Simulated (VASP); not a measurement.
## Ga: electric field gradients with LDA

Crystal: Ga.

```
Ga
1.0
     1.45482   -4.07851    0.00000
     1.45482    4.07851    0.00000
     0.00000    0.00000    3.18053
Ga
2
Direct
  0.86700 0.13300 0.25000
  0.13300 0.86700 0.75000
```

```
Program                : VASP 6.6.1
Task                   : electric field gradients
Functional             : LDA
Potentials or basis    : VASP PAW LDA potentials, release 64 (Ga_d)
Cutoff                 : 520 eV
k mesh                 : 12 × 12 × 10
Occupations            : fermi-dirac, width 0.08 eV
Spin                   : no spin polarisation
Dipole correction      : no
Further INCAR settings : ALGO = Normal; EDIFF = 1e-08; NBANDS = 20
```

```yaml
Pressure: -4.2 GPa
Largest_force: 0.175 eV/Å
Band_gap_on_the_k_mesh: zero (bands 13 and 14 overlap by 9.21 eV)
Largest_electric_field_gradient_by_atom: Ga -27.3 V/Å²
```

Forces in eV/Å, atoms in the order of the input:
```
Ga   0.000  0.175  0.000
Ga   0.000 -0.175  0.000
```

Stress tensor (GPa, compression positive):
```
-6.15  0.00  0.00
 0.00 -3.38  0.00
 0.00  0.00 -3.00
```

Levels at points of the mesh, in eV from the Fermi level:
| k point | band 10 | band 11 | band 12 | band 13 | band 14 | band 15 | band 16 | band 17 |
| --- | --- | --- | --- | --- | --- | --- | --- | --- |
| (0.00, 0.00, 0.00) | -14.75 | -11.17 | -2.23 | -1.68 | 2.84 | 6.63 | 7.70 | 8.62 |
| (0.50, 0.00, 0.00) | -14.81 | -6.72 | -5.37 | -1.73 | -0.47 | 6.35 | 6.58 | 8.79 |
| (0.50, 0.50, 0.00) | -14.82 | -9.16 | -8.53 | 5.05 | 5.69 | 5.77 | 6.94 | 7.06 |
| (0.00, 0.00, 0.50) | -14.84 | -7.38 | -7.38 | 1.85 | 1.85 | 2.44 | 2.44 | 10.13 |
| (0.50, 0.00, 0.50) | -14.80 | -3.10 | -3.10 | -1.59 | -1.59 | 1.84 | 1.84 | 4.25 |
| (0.50, 0.50, 0.50) | -14.88 | -5.62 | -5.62 | -4.16 | -4.16 | 9.42 | 9.42 | 11.22 |

Electric field gradients, principal values (V/Å²):
| atom | least | middle | greatest (by size) |
| --- | --- | --- | --- |
| 1 Ga | 10.597 | 16.725 | -27.322 |
| 2 Ga | 10.597 | 16.725 | -27.322 |

Wall time 66 s on 1 thread of AMD EPYC 9R45 96-Core Processor (Zen 5), on a shared host, peak memory 0.23 GiB.

Caveat: the cell stands under tension; without QUAD_EFG the Cq values of the log hold for a quadrupole moment of 1 mb, not for the nuclei.
